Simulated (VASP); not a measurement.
# CaO (Pm-3m) in VASP: notebook

Runs on CaO. Level: PBE. Tasks: single point.

Program: VASP 6.6.1. These are calculated values, not measurements. Logs are shortened: lines on timing, memory, paths and dates and some standing lists are left out, and cuts for length are marked.

**1. The cell of the first run**

The structure is cubic, space group Pm-3m (No. 221). The conventional cell has a = 2.934 Å, b = 2.934 Å, c = 2.934 Å, α = 90.00°, β = 90.00°, γ = 90.00°. Within 3.4 Å of Ca (site symmetry m-3m) lie 8 O at 2.54 Å and 6 Ca at 2.93 Å. Within 3.4 Å of O (site symmetry m-3m) lie 8 Ca at 2.54 Å and 6 O at 2.93 Å.

**2. Single point, PBE**

Contents of INCAR:

```
ALGO = Normal
EDIFF = 1E-6
ENCUT = 520
GGA = PE
ISIF = 2
ISMEAR = 0
LASPH = True
LCHARG = False
LREAL = False
LWAVE = False
NBANDS = 15
NELM = 80
PREC = Accurate
SIGMA = 0.1
```

Contents of KPOINTS:

```
k-points
0
Gamma
  6 6 6
```

Contents of POSCAR:

```
CaO
1.0
    2.9342716779      0.0000000000      0.0000000000
    0.0000000000      2.9342716779      0.0000000000
    0.0000000000      0.0000000000      2.9342716779
Ca O
1 1
Direct
    0.5000000000      0.5000000000      0.5000000000
    0.0000000000      0.0000000000      0.0000000000
```

Potentials or basis: VASP PAW PBE potentials, release 64 (Ca_sv, O).

Started as:

```bash
> cat potpaw_PBE.64/Ca_sv/POTCAR potpaw_PBE.64/O/POTCAR > POTCAR
> mpirun -np 1 vasp_std > vasp.out
```

OUTCAR:

```text
EDIFF = 1E-6
   ENCUT = 520
   GGA = PE
   ISIF = 2
   ISMEAR = 0
   LASPH = True
   LREAL = False
   NELM = 80
   PREC = Accurate

 ion  position               nearest neighbor table
   1  0.500  0.500  0.500-   2 2.54   2 2.54   2 2.54   2 2.54   2 2.54   2 2.54   2 2.54   2 2.54

   2  0.000  0.000  0.000-   1 2.54   1 2.54   1 2.54   1 2.54   1 2.54   1 2.54   1 2.54   1 2.54

  LATTYP: Found a simple cubic cell.
 ALAT       =     2.9342716779

  Lattice vectors:

 A1 = (   2.9342716779,   0.0000000000,   0.0000000000)
 A2 = (   0.0000000000,   2.9342716779,   0.0000000000)
 A3 = (   0.0000000000,   0.0000000000,   2.9342716779)

Analysis of symmetry for initial positions (statically):
=====================================================================
 Subroutine PRICEL returns:
 Original cell was already a primitive cell.

 Routine SETGRP: Setting up the symmetry group for a
 simple cubic supercell.

 Subroutine GETGRP returns: Found 48 space group operations
 (whereof 48 operations were pure point group operations)
 out of a pool of 48 trial point group operations.

The static configuration has the point symmetry O_h .

Analysis of symmetry for dynamics (positions and initial velocities):
=====================================================================
 Subroutine PRICEL returns:
 Original cell was already a primitive cell.

 Routine SETGRP: Setting up the symmetry group for a
 simple cubic supercell.

 Subroutine GETGRP returns: Found 48 space group operations
 (whereof 48 operations were pure point group operations)
 out of a pool of 48 trial point group operations.

The dynamic configuration has the point symmetry O_h .

 Subroutine INISYM returns: Found 48 space group operations
 (whereof 48 operations are pure point group operations),
 and found     1 'primitive' translations

----------------------------------------------------------------------------------------

                                     Primitive cell

  volume of cell :      25.2639

  direct lattice vectors                    reciprocal lattice vectors
     2.934271678  0.000000000  0.000000000     0.340800072  0.000000000  0.000000000
     0.000000000  2.934271678  0.000000000     0.000000000  0.340800072  0.000000000
     0.000000000  0.000000000  2.934271678     0.000000000  0.000000000  0.340800072

  length of vectors
     2.934271678  2.934271678  2.934271678     0.340800072  0.340800072  0.340800072

  position of ions in fractional coordinates (direct lattice)
     0.500000000  0.500000000  0.500000000
     0.000000000  0.000000000  0.000000000

  ion indices of the primitive-cell ions
[... 83 lines left out ...]
   EMIN   =  10.00;   EMAX   =-10.00  energy-range for DOS
   EFERMI =   0.00;   METHOD = LEGACY
   ISMEAR =     0;   SIGMA  =   0.10  broadening in eV -4-tet -1-fermi 0-gaus
   EFERMI_NEDOS =   21; number of points for ismear=-14 and -15
   IALGO  =     38    algorithm
   IMIX   =      4    mixing-type and parameters
     AMIX     =   0.40;   BMIX     =  1.00
     AMIX_MAG =   1.60;   BMIX_MAG =  1.00
  volume/ion in A,a.u.               =      12.63        85.24
  Fermi-wavevector in a.u.,A,eV,Ry     =   1.405879  2.656725 26.891844  1.976495
  Thomas-Fermi vector in A             =   2.528295
   LORBIT       =      0    0 simple, 1 ext, 2 COOP (PROOUT), +10 PAW based schemes
   GGA     = PE    functional components
   LHFCALC =     F    Hartree Fock is set to
   AEXX    =    0.0000 exact exchange contribution
   IVDW    =     0    specifies the selected vdW correction
   LEPSILON=     F    determine dielectric tensor
   LRPA    =     F    only Hartree local field effects (RPA)
 non-spin polarized calculation
 Gauss-broadening in eV      SIGMA  =   0.10
  energy-cutoff  :      520.00
  volume of cell :       25.26
 maximum number of plane-waves:       696
 NGX is ok and might be reduce to    24
   NGX = 11   NGY = 11   NGZ = 11

 number of electron      15.9999994 magnetization

 Free energy of the ion-electron system (eV)
  ---------------------------------------------------
  ext. energy  EPLUGINS =         0.00000000
  ---------------------------------------------------
  free energy    TOTEN  =       -11.82528400 eV

  energy without entropy =      -11.82528400  energy(sigma->0) =      -11.82528400

 E-fermi :   4.4340     XC(G=0): -11.0972

 val. band max:        3.9675722805   @ k =   0.5000   0.5000   0.0000
 cond. band min:       6.7329468925   @ k =   0.0000   0.0000   0.0000
 fundamental gap:      2.7653746120
 Fermi energy:         4.4340482827

 k-point     1 :       0.0000    0.0000    0.0000
  band No.  band energies     occupation
      1     -35.4099      2.00000
      2     -15.8978      2.00000
      3     -15.8978      2.00000
      4     -15.8978      2.00000
      5     -12.3895      2.00000
      6       3.6588      2.00000
      7       3.6588      2.00000
      8       3.6588      2.00000
      9       6.7329      0.00000
     10       6.7329      0.00000
     11       8.8319      0.00000
     12      12.2165      0.00000
     13      12.2165      0.00000
     14      12.2165      0.00000
[... 329 lines left out ...]
      2     -16.5775      2.00000
      3     -16.5775      2.00000
      4     -16.5775      2.00000
      5     -11.2252      2.00000
      6       0.6688      2.00000
      7       0.6688      2.00000
      8       0.6688      2.00000
      9      11.7064      0.00000
     10      11.7064      0.00000
     11      11.7064      0.00000
     12      13.6891      0.00000
     13      13.6891      0.00000
     14      16.1910      0.00000
     15      16.1910      0.00000

------------------------ aborting loop because EDIFF is reached ----------------------------------------

  FORCE on cell =-STRESS in cart. coord.  units (eV):
  Direction    XX          YY          ZZ          XY          YZ          ZX
  --------------------------------------------------------------------------------------
  -------------------------------------------------------------------------------------
  Total        0.0897472      0.0897472      0.0897472      0.0000000      0.0000000     -0.0000000
  in kB        5.6915510      5.6915510      5.6915510      0.0000000      0.0000000     -0.0000000
  external PRESSURE =       5.6915510 kB  Pullay stress =       0.0000000 kB

 VOLUME and BASIS-vectors are now :
 -----------------------------------------------------------------------------
  energy-cutoff  :      520.00
  volume of cell :       25.26
      direct lattice vectors                 reciprocal lattice vectors
     2.934271678  0.000000000  0.000000000     0.340800072  0.000000000  0.000000000
     0.000000000  2.934271678  0.000000000     0.000000000  0.340800072  0.000000000
     0.000000000  0.000000000  2.934271678     0.000000000  0.000000000  0.340800072

 POSITION                                       TOTAL-FORCE (eV/Angst)
 -----------------------------------------------------------------------------------
      1.46714      1.46714      1.46714         0.000000      0.000000      0.000000
      0.00000      0.00000      0.00000         0.000000      0.000000      0.000000
 -----------------------------------------------------------------------------------
    total drift:                                0.000000      0.000000     -0.000000

  FREE ENERGIE OF THE ION-ELECTRON SYSTEM (eV)
  ---------------------------------------------------
  free  energy   TOTEN  =       -11.8252839953 eV

  energy  without entropy=      -11.8252839953  energy(sigma->0) =      -11.82528400
```

OSZICAR:

```text
N       E                     dE             d eps       ncg     rms          rms(c)
DAV:   1     0.111719865463E+03    0.11172E+03   -0.79990E+03   600   0.109E+03
DAV:   2    -0.856894130626E+01   -0.12029E+03   -0.11345E+03   706   0.290E+02
DAV:   3    -0.133524076210E+02   -0.47835E+01   -0.47550E+01  1012   0.537E+01
DAV:   4    -0.133966290009E+02   -0.44221E-01   -0.44207E-01   694   0.431E+00
DAV:   5    -0.133972440910E+02   -0.61509E-03   -0.61509E-03   812   0.388E-01    0.816E+00
DAV:   6    -0.119108823575E+02    0.14864E+01   -0.36117E+00   670   0.202E+01    0.332E+00
DAV:   7    -0.118454716162E+02    0.65411E-01   -0.33401E-01   663   0.590E+00    0.170E+00
DAV:   8    -0.118263620472E+02    0.19110E-01   -0.88326E-02   754   0.298E+00    0.430E-01
DAV:   9    -0.118248861394E+02    0.14759E-02   -0.66635E-03   705   0.755E-01    0.102E-01
DAV:  10    -0.118253172692E+02   -0.43113E-03   -0.81021E-04   712   0.329E-01    0.516E-02
DAV:  11    -0.118252808656E+02    0.36404E-04   -0.78025E-05   728   0.130E-01    0.124E-02
DAV:  12    -0.118252839047E+02   -0.30391E-05   -0.11810E-05   707   0.341E-02    0.350E-03
DAV:  13    -0.118252839953E+02   -0.90566E-07   -0.54532E-07   454   0.776E-03
   1 F= -.11825284E+02 E0= -.11825284E+02  d E =-.277876E-12
```

Wall time 6.7 s (1 thread of Intel Xeon Platinum 8124M at 3.00GHz (Skylake/Cascade Lake), shared host); peak memory 0.14 GiB.

What came out:

```yaml
Free_energy: -11.8253 eV
Pressure: 0.6 GPa
Band_gap_on_the_k_mesh: 2.77 eV, indirect (least direct gap 3.07 eV)
```

Levels at points of the mesh, in eV from the valence-band top:
```tsv
k point	band 5	band 6	band 7	band 8	band 9	band 10	band 11	band 12
(0.00, 0.00, 0.00)	-16.36	-0.31	-0.31	-0.31	2.77	2.77	4.86	8.25
(0.50, 0.00, 0.00)	-15.26	-3.72	-0.77	-0.77	3.72	6.98	7.95	7.95
(0.50, 0.50, 0.00)	-15.69	-2.09	-2.09	0.00	3.82	4.63	6.47	6.47
(0.50, 0.50, 0.50)	-15.19	-3.30	-3.30	-3.30	7.74	7.74	7.74	9.72
```

A k mesh can miss the band edges.

**3. Single point, PBE**

This run uses another cell than the first one, of 20.03 Å³/atom, 1.586 times its volume.

Contents of INCAR:

```
PREC = Accurate
ENCUT = 520
EDIFF = 1E-6
ISMEAR = 0
SIGMA = 0.1
LREAL = False
LASPH = True
NELM = 60
ALGO = Normal
ISIF = 2
LWAVE = False
LCHARG = False
GGA = PE
NBANDS = 15
```

Contents of KPOINTS:

```
Automatic mesh
0
Gamma
  6 6 6
```

Contents of POSCAR:

```
CaO
1.0
    3.4219345700      0.0000000000      0.0000000000
    0.0000000000      3.4219345700      0.0000000000
    0.0000000000      0.0000000000      3.4219345700
Ca O
1 1
Direct
    0.5000000000      0.5000000000      0.5000000000
    0.0000000000      0.0000000000      0.0000000000
```

Potentials or basis: VASP PAW PBE potentials, release 64 (Ca_sv, O).

Started as:

```bash
> cat potpaw_PBE.64/Ca_sv/POTCAR potpaw_PBE.64/O/POTCAR > POTCAR
> mpirun -np 1 vasp_std > vasp.out
```

OUTCAR:

```text
PREC = Accurate
   ENCUT = 520
   EDIFF = 1E-6
   ISMEAR = 0
   LREAL = False
   LASPH = True
   NELM = 60
   ISIF = 2
   GGA = PE

 ion  position               nearest neighbor table
   1  0.500  0.500  0.500-
   2  0.000  0.000  0.000-

  LATTYP: Found a simple cubic cell.
 ALAT       =     3.4219345700

  Lattice vectors:

 A1 = (   3.4219345700,   0.0000000000,   0.0000000000)
 A2 = (   0.0000000000,   3.4219345700,   0.0000000000)
 A3 = (   0.0000000000,   0.0000000000,   3.4219345700)

Analysis of symmetry for initial positions (statically):
=====================================================================
 Subroutine PRICEL returns:
 Original cell was already a primitive cell.

 Routine SETGRP: Setting up the symmetry group for a
 simple cubic supercell.

 Subroutine GETGRP returns: Found 48 space group operations
 (whereof 48 operations were pure point group operations)
 out of a pool of 48 trial point group operations.

The static configuration has the point symmetry O_h .

Analysis of symmetry for dynamics (positions and initial velocities):
[... 165 lines left out ...]
      2     -20.2610      2.00000
      3     -20.2610      2.00000
      4     -20.2610      2.00000
      5     -13.8461      2.00000
      6       1.1590      2.00000
      7       1.1590      2.00000
      8       1.1590      2.00000
      9       2.7135      0.00000
     10       3.9528      0.00000
     11       3.9528      0.00000
     12       7.1675      0.00000
     13       7.1675      0.00000
     14       7.1675      0.00000
[... 329 lines left out ...]
      2     -20.4452      2.00000
      3     -20.4452      2.00000
      4     -20.4452      2.00000
      5     -13.4105      2.00000
      6      -0.3768      2.00000
      7      -0.3768      2.00000
      8      -0.3768      2.00000
      9       6.5746      0.00000
     10       6.5746      0.00000
     11       6.5746      0.00000
     12       7.9319      0.00000
     13       7.9319      0.00000
     14       9.3137      0.00000
     15       9.3137      0.00000

------------------------ aborting loop because EDIFF is reached ----------------------------------------

  FORCE on cell =-STRESS in cart. coord.  units (eV):
  Direction    XX          YY          ZZ          XY          YZ          ZX
  --------------------------------------------------------------------------------------
  -------------------------------------------------------------------------------------
  Total       -4.6155464     -4.6155464     -4.6155464     -0.0000000      0.0000000      0.0000000
  in kB     -184.5519346   -184.5519346   -184.5519346     -0.0000000      0.0000000      0.0000000
  external PRESSURE =    -184.5519346 kB  Pullay stress =       0.0000000 kB

 VOLUME and BASIS-vectors are now :
 -----------------------------------------------------------------------------
  energy-cutoff  :      520.00
  volume of cell :       40.07
      direct lattice vectors                 reciprocal lattice vectors
     3.421934570  0.000000000  0.000000000     0.292232356  0.000000000  0.000000000
     0.000000000  3.421934570  0.000000000     0.000000000  0.292232356  0.000000000
     0.000000000  0.000000000  3.421934570     0.000000000  0.000000000  0.292232356

 POSITION                                       TOTAL-FORCE (eV/Angst)
 -----------------------------------------------------------------------------------
      1.71097      1.71097      1.71097         0.000000      0.000000      0.000000
      0.00000      0.00000      0.00000         0.000000      0.000000      0.000000
 -----------------------------------------------------------------------------------
    total drift:                                0.000000      0.000000      0.000000

  FREE ENERGIE OF THE ION-ELECTRON SYSTEM (eV)
  ---------------------------------------------------
  free  energy   TOTEN  =       -10.5830842346 eV

  energy  without entropy=      -10.5830842346  energy(sigma->0) =      -10.58308423
```

OSZICAR:

```text
N       E                     dE             d eps       ncg     rms          rms(c)
DAV:   1     0.111691719999E+03    0.11169E+03   -0.76875E+03   600   0.102E+03
DAV:   2    -0.612536590967E+01   -0.11782E+03   -0.10984E+03   804   0.270E+02
DAV:   3    -0.124308878793E+02   -0.63055E+01   -0.62586E+01   956   0.562E+01
DAV:   4    -0.125551716570E+02   -0.12428E+00   -0.12427E+00   716   0.629E+00
DAV:   5    -0.125577897561E+02   -0.26181E-02   -0.26181E-02   821   0.705E-01    0.897E+00
DAV:   6    -0.109465074367E+02    0.16113E+01   -0.70229E+00   642   0.171E+01    0.558E+00
DAV:   7    -0.106273743956E+02    0.31913E+00   -0.81367E-01   712   0.719E+00    0.199E+00
DAV:   8    -0.105942487655E+02    0.33126E-01   -0.14975E-01   670   0.418E+00    0.794E-01
DAV:   9    -0.105822507469E+02    0.11998E-01   -0.14690E-02   663   0.145E+00    0.144E-01
DAV:  10    -0.105832028259E+02   -0.95208E-03   -0.14390E-03   656   0.385E-01    0.110E-01
DAV:  11    -0.105830793514E+02    0.12347E-03   -0.25301E-04   708   0.185E-01    0.149E-02
DAV:  12    -0.105830842486E+02   -0.48972E-05   -0.21264E-05   750   0.376E-02    0.389E-03
DAV:  13    -0.105830842346E+02    0.13965E-07   -0.94177E-07   552   0.847E-03
   1 F= -.10583084E+02 E0= -.10583084E+02  d E =-.586903E-14
```

stdout:

```text
POSCAR found type information on POSCAR CaO
 POSCAR found :  2 types and       2 ions
 scaLAPACK will be used
 LDA part: xc-table for (Slater+PW92), standard interpolation
 POSCAR, INCAR and KPOINTS ok, starting setup
 FFT: planning ... GRIDC
 FFT: planning ... GRID_SOFT
 FFT: planning ... GRID
 WAVECAR not read
 entering main loop
```

Wall time 12 s (1 thread of Intel Xeon Platinum 8124M at 3.00GHz (Skylake/Cascade Lake), shared host); peak memory 0.16 GiB.

What came out:

```yaml
Free_energy: -10.5831 eV
Pressure: -18.5 GPa
Band_gap_on_the_k_mesh: 1.29 eV, indirect (least direct gap 1.55 eV)
```

A k mesh can miss the band edges. A hybrid or GW would open this gap; PBE tends to underestimate it.
